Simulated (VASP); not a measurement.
# K (Im-3m) in VASP: notebook, part 2 of 2

VASP 6.6.1. The steps go on from the part before.

## 3. Single point, RPBE

This run uses another cell than the first one, of 80.41 Å³/atom, 1.042 times its volume.

File INCAR:

```
  ALGO = Normal
  EDIFF = 1E-7
  ENCUT = 520
  GGA = RP
  ISIF = 2
  ISMEAR = -1
  LASPH = T
  LCHARG = F
  LREAL = F
  LWAVE = F
  NBANDS = 10
  NELM = 60
  PREC = Accurate
  SIGMA = 0.1
```

File KPOINTS:

```
k-points
0
Gamma
  14 14 14
```

File POSCAR:

```
K
1.0
   -2.7189936630      2.7189936630      2.7189936630
    2.7189936630     -2.7189936630      2.7189936630
    2.7189936630      2.7189936630     -2.7189936630
K
1
Direct
    0.0000000000      0.0000000000      0.0000000000
```

Potentials or basis: VASP PAW PBE potentials, release 64 (K_sv).

Run with:

```
cat potpaw_PBE.64/K_sv/POTCAR > POTCAR
mpirun -np 1 vasp_std > vasp.out
```

OUTCAR:

```text
EDIFF = 1E-7
   ENCUT = 520
   GGA = RP
   ISIF = 2
   ISMEAR = -1
   LASPH = T
   LREAL = F
   NELM = 60
   PREC = Accurate

 ion  position               nearest neighbor table
   1  0.000  0.000  0.000-

  LATTYP: Found a body centered cubic cell.
 ALAT       =     5.4379873260

  Lattice vectors:

 A1 = (  -2.7189936630,   2.7189936630,   2.7189936630)
 A2 = (   2.7189936630,  -2.7189936630,   2.7189936630)
 A3 = (   2.7189936630,   2.7189936630,  -2.7189936630)

Analysis of symmetry for initial positions (statically):
=====================================================================
 Subroutine PRICEL returns:
 Original cell was already a primitive cell.

 Routine SETGRP: Setting up the symmetry group for a
 body centered cubic supercell.

 Subroutine GETGRP returns: Found 48 space group operations
 (whereof 48 operations were pure point group operations)
 out of a pool of 48 trial point group operations.

The static configuration has the point symmetry O_h .

Analysis of symmetry for dynamics (positions and initial velocities):
=====================================================================
 Subroutine PRICEL returns:
 Original cell was already a primitive cell.

 Routine SETGRP: Setting up the symmetry group for a
 body centered cubic supercell.

 Subroutine GETGRP returns: Found 48 space group operations
 (whereof 48 operations were pure point group operations)
 out of a pool of 48 trial point group operations.

The dynamic configuration has the point symmetry O_h .

 Subroutine INISYM returns: Found 48 space group operations
 (whereof 48 operations are pure point group operations),
 and found     1 'primitive' translations

----------------------------------------------------------------------------------------

                                     Primitive cell

  volume of cell :      80.4053

  direct lattice vectors                    reciprocal lattice vectors
    -2.718993663  2.718993663  2.718993663     0.000000000  0.183891565  0.183891565
     2.718993663 -2.718993663  2.718993663     0.183891565  0.000000000  0.183891565
     2.718993663  2.718993663 -2.718993663     0.183891565  0.183891565  0.000000000

  length of vectors
     4.709435170  4.709435170  4.709435170     0.260061945  0.260061945  0.260061945

  position of ions in fractional coordinates (direct lattice)
     0.000000000  0.000000000  0.000000000

  ion indices of the primitive-cell ions
   primitive index   ion index
                 1           1

----------------------------------------------------------------------------------------

 KPOINTS: k-points

Automatic generation of k-mesh.
 Grid dimensions read from file:
 generate k-points for:   14   14   14

 Generating k-lattice:

  Cartesian coordinates                     Fractional coordinates (reciprocal lattice)
     0.000000000  0.013135112  0.013135112     0.071428571  0.000000000  0.000000000
     0.013135112  0.000000000  0.013135112     0.000000000  0.071428571  0.000000000
     0.013135112  0.013135112  0.000000000     0.000000000  0.000000000  0.071428571

  Length of vectors
     0.018575853  0.018575853  0.018575853

  Shift w.r.t. Gamma in fractional coordinates (k-lattice)
     0.000000000  0.000000000  0.000000000

 Subroutine IBZKPT returns following result:
 ===========================================

 Found    104 irreducible k-points:

 Following reciprocal coordinates:
            Coordinates               Weight
  0.000000  0.000000  0.000000      1.000000
  0.071429  0.000000  0.000000     12.000000
  0.142857  0.000000  0.000000     12.000000
  0.214286  0.000000  0.000000     12.000000
  0.285714  0.000000  0.000000     12.000000
  0.357143  0.000000  0.000000     12.000000
[... 16 lines left out ...]
  0.285714  0.285714  0.000000     24.000000
  0.357143  0.285714  0.000000     24.000000
 [... further k-points ...]
   k-points           NKPTS =    104   k-points in BZ     NKDIM =    104   number of bands    NBANDS=     10
   number of dos      NEDOS =    301   number of ions     NIONS =      1
   total plane-waves  NPLWV =  46656
   dimension x,y,z NGX =    36 NGY =   36 NGZ =   36
   dimension x,y,z NGXF=    72 NGYF=   72 NGZF=   72
   ions per type =               1
   NGX,Y,Z   is equivalent  to a cutoff of  12.71, 12.71, 12.71 a.u.
   NGXF,Y,Z  is equivalent  to a cutoff of  25.42, 25.42, 25.42 a.u.
 SYSTEM =  unknown system
   PREC   = accura    normal or accurate (medium, high low for compatibility)
   ISTART =      0    job   : 0-new  1-cont  2-samecut
   ICHARG =      2    charge: 1-file 2-atom 10-const
   ISPIN  =      1    spin polarized calculation?
   LNONCOLLINEAR =      F non collinear calculations
   LSORBIT =      F    spin-orbit coupling
   LASPH  =      T    aspherical Exc in radial PAW
   ENCUT  =  520.0 eV  38.22 Ry    6.18 a.u.   8.76  8.76  8.76*2*pi/ulx,y,z
   NELM   =     60;   NELMIN=  2; NELMDL= -5     # of ELM steps
   EDIFF  = 0.1E-06   stopping-criterion for ELM
   LREAL  =      F    real-space projection
   EDIFFG = 0.1E-05   stopping-criterion for IOM
   NSW    =      0    number of steps for IOM
   IBRION =     -1    ionic relax: 0-MD 1-quasi-New 2-CG
   NFREE  =      0    steps in history (QN), initial steepest desc. (CG)
   ISIF   =      2    stress and relaxation
   ISYM   =      2    0-nonsym 1-usesym 2-fastsym
   POTIM  = 0.5000    time-step for ionic-motion
   TEBEG  =    0.0;   TEEND  =   0.0 temperature during run
   PSTRESS=    0.0 pullay stress
   NELECT =       9.0000    total number of electrons
   NUPDOWN=      -1.0000    fix difference up-down
   EMIN   =  10.00;   EMAX   =-10.00  energy-range for DOS
   EFERMI =   0.00;   METHOD = LEGACY
   ISMEAR =    -1;   SIGMA  =   0.10  broadening in eV -4-tet -1-fermi 0-gaus
   EFERMI_NEDOS =   21; number of points for ismear=-14 and -15
   IALGO  =     38    algorithm
   IMIX   =      4    mixing-type and parameters
     AMIX     =   0.40;   BMIX     =  1.00
     AMIX_MAG =   1.60;   BMIX_MAG =  1.00
  volume/ion in A,a.u.               =      80.41       542.60
  Fermi-wavevector in a.u.,A,eV,Ry     =   0.788971  1.490938  8.469281  0.622475
  Thomas-Fermi vector in A             =   1.894019
   LORBIT       =      0    0 simple, 1 ext, 2 COOP (PROOUT), +10 PAW based schemes
   GGA     = RP    functional components
   LHFCALC =     F    Hartree Fock is set to
   AEXX    =    0.0000 exact exchange contribution
   IVDW    =     0    specifies the selected vdW correction
   LEPSILON=     F    determine dielectric tensor
   LRPA    =     F    only Hartree local field effects (RPA)
 non-spin polarized calculation
  energy-cutoff  :      520.00
  volume of cell :       80.41
 maximum number of plane-waves:      2214
   NGX = 17   NGY = 17   NGZ = 17

 number of electron       8.9999998 magnetization

 Free energy of the ion-electron system (eV)
  ---------------------------------------------------
  ext. energy  EPLUGINS =         0.00000000
  ---------------------------------------------------
  free energy    TOTEN  =        -0.95271067 eV

  energy without entropy =       -0.92601583  energy(sigma->0) =       -0.93936325

 E-fermi :  -0.1840     XC(G=0):  -5.3138

 val. band max:       -0.2070120151   @ k =   0.2857   0.2143   0.0000
 cond. band min:      -0.1621481501   @ k =   0.3571   0.0714   0.0714
 fundamental gap:      0.0448638650
 Fermi energy:        -0.1839592072

 k-point     1 :       0.0000    0.0000    0.0000
  band No.  band energies     occupation
      1     -32.4856      2.00000
      2     -15.8983      2.00000
      3     -15.8983      2.00000
      4     -15.8983      2.00000
      5      -2.2111      2.00000
      6       4.0695      0.00000
      7       4.0695      0.00000
      8       4.0695      0.00000
      9       4.9052      0.00000
     10       4.9052      0.00000
[... 287 lines left out ...]
 k-point    24 :       0.3571    0.2857    0.0000
  band No.  band energies     occupation
      1     -32.4827      2.00000
      2     -15.9345      2.00000
      3     -15.9273      2.00000
      4     -15.9042      2.00000
      5       0.8211      0.00009
      6       0.9248      0.00003
      7       1.5873      0.00000
      8       4.1620      0.00000
      9       4.9954      0.00000
     10       5.1442      0.00000

 [... further k-points ...]

------------------------ aborting loop because EDIFF is reached ----------------------------------------

  FORCE on cell =-STRESS in cart. coord.  units (eV):
  Direction    XX          YY          ZZ          XY          YZ          ZX
  --------------------------------------------------------------------------------------
  -------------------------------------------------------------------------------------
  Total        0.0002914      0.0002914      0.0002914      0.0000000      0.0000000     -0.0000000
  in kB        0.0058056      0.0058056      0.0058056      0.0000000      0.0000000     -0.0000000
  external PRESSURE =       0.0058056 kB  Pullay stress =       0.0000000 kB

 VOLUME and BASIS-vectors are now :
 -----------------------------------------------------------------------------
  energy-cutoff  :      520.00
  volume of cell :       80.41
      direct lattice vectors                 reciprocal lattice vectors
    -2.718993663  2.718993663  2.718993663     0.000000000  0.183891565  0.183891565
     2.718993663 -2.718993663  2.718993663     0.183891565  0.000000000  0.183891565
     2.718993663  2.718993663 -2.718993663     0.183891565  0.183891565  0.000000000

 POSITION                                       TOTAL-FORCE (eV/Angst)
 -----------------------------------------------------------------------------------
      0.00000      0.00000      0.00000         0.000000     -0.000000      0.000000
 -----------------------------------------------------------------------------------
    total drift:                               -0.000000      0.000000      0.000000

  FREE ENERGIE OF THE ION-ELECTRON SYSTEM (eV)
  ---------------------------------------------------
  free  energy   TOTEN  =        -0.9527106720 eV

  energy  without entropy=       -0.9260158322  energy(sigma->0) =       -0.93936325
```

OSZICAR:

```text
N       E                     dE             d eps       ncg     rms          rms(c)
DAV:   1     0.464641603453E+02    0.46464E+02   -0.35388E+03  2080   0.680E+02
DAV:   2     0.727055771533E+00   -0.45737E+02   -0.45109E+02  2234   0.191E+02
DAV:   3    -0.896871057932E+00   -0.16239E+01   -0.16170E+01  3274   0.290E+01
DAV:   4    -0.945729545159E+00   -0.48858E-01   -0.48699E-01  2880   0.446E+00
DAV:   5    -0.946991627698E+00   -0.12621E-02   -0.12616E-02  3212   0.497E-01    0.148E+00
DAV:   6    -0.950212784111E+00   -0.32212E-02   -0.13580E-03  2680   0.274E-01    0.887E-01
DAV:   7    -0.952567786601E+00   -0.23550E-02   -0.29087E-03  2496   0.448E-01    0.539E-02
DAV:   8    -0.952706498820E+00   -0.13871E-03   -0.13196E-04  3078   0.124E-01    0.989E-03
DAV:   9    -0.952710940390E+00   -0.44416E-05   -0.65653E-06  2880   0.225E-02    0.389E-03
DAV:  10    -0.952710610166E+00    0.33022E-06   -0.43438E-07  3388   0.639E-03    0.898E-04
DAV:  11    -0.952710672005E+00   -0.61839E-07   -0.27961E-08  1964   0.107E-03
   1 F= -.95271067E+00 E0= -.93936325E+00  d E =-.266948E-01
```

stdout:

```text
POSCAR found type information on POSCAR K
 POSCAR found :  1 types and       1 ions
 scaLAPACK will be used
 -----------------------------------------------------------------------------
|                                                                             |
|                                                                             |
|     You enforced a specific xc type in the INCAR file but a different       |
|     I HOPE YOU KNOW WHAT YOU ARE DOING!                                     |
|                                                                             |
 -----------------------------------------------------------------------------

 LDA part: xc-table for (Slater+PW92), standard interpolation
 POSCAR, INCAR and KPOINTS ok, starting setup
 FFT: planning ... GRIDC
 FFT: planning ... GRID_SOFT
 FFT: planning ... GRID
 WAVECAR not read
 entering main loop
```

Wall time 62 s (1 thread of Intel Xeon 8259CL, shared host); peak memory 0.24 GiB.

Results:

| Property | Result |
| --- | --- |
| Free energy | -0.9527 eV |
| Pressure | 0.0 GPa |

Caveat: the PAW data sets were made with another functional, which shifts forces and pressure a little.
